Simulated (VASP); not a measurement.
Input of a VASP 6.6.1 run:

Contents of INCAR:

```
ALGO = Fast ; EDIFF = 1E-6
ENCUT = 520 ; GGA = PE
ISIF = 2 ; ISMEAR = 0
LASPH = T ; LCHARG = F
LREAL = F ; LWAVE = F
NBANDS = 10 ; NELM = 60
PREC = Accurate ; SIGMA = 0.15
```

File KPOINTS:

```
k-points
0
Gamma
  10 10 10
```

POSCAR

```
Re
1.0
    0.0000000000      2.0388970638      1.7471308940
    2.0388970638      0.0000000000      1.7471308940
    2.0388970638      2.0388970638      0.0000000000
Re
1
Direct
    0.0000000000      0.0000000000      0.0000000000
```

Potentials or basis: VASP PAW PBE potentials, release 64 (Re).

Run with:

```console
$ cat potpaw_PBE.64/Re/POTCAR > POTCAR
$ mpirun -np 1 vasp_std > vasp.out
```

(1) Predict the pressure.

## Answers

(1) 14.2 GPa.
